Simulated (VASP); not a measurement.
A run of VASP 6.6.1:

The input INCAR:

```
SYSTEM = BaS
PREC = Accurate
ENCUT = 520
EDIFF = 1E-8
ISMEAR = 0
SIGMA = 0.05
LREAL = .FALSE.
LASPH = .TRUE.
NELM = 60
ALGO = Normal
ISIF = 2
LWAVE = .FALSE.
LCHARG = .FALSE.
GGA = PS
NBANDS = 15
IBRION = 8
NSW = 1
```

File KPOINTS:

```
regular mesh
0
G
  6 6 6
  0 0 0
```

File POSCAR:

```
BaS
1.0
    0.0000000000      3.4684755003      3.4684755003
    3.4684755003      0.0000000000      3.4684755003
    3.4684755003      3.4684755003      0.0000000000
Ba S
1 1
Direct
    0.0000000000      0.0000000000      0.0000000000
    0.2500000000      0.2500000000      0.2500000000
```

Potentials or basis: VASP PAW PBE potentials, release 64 (Ba_sv, S).

Launch:

```console
$ cat potpaw_PBE.64/Ba_sv/POTCAR potpaw_PBE.64/S/POTCAR > POTCAR
$ mpirun -np 1 vasp_std > vasp.out
```

Hardware: 1 thread of Intel(R) Xeon(R) 6975P-C (Granite Rapids), with other jobs on the host.

How long does it take, and how much memory?

It took 84 s on 1 thread of Intel(R) Xeon(R) 6975P-C (Granite Rapids), with other jobs on the host, peak memory 0.34 GiB. Counts: scf iterations 48, k points 16.
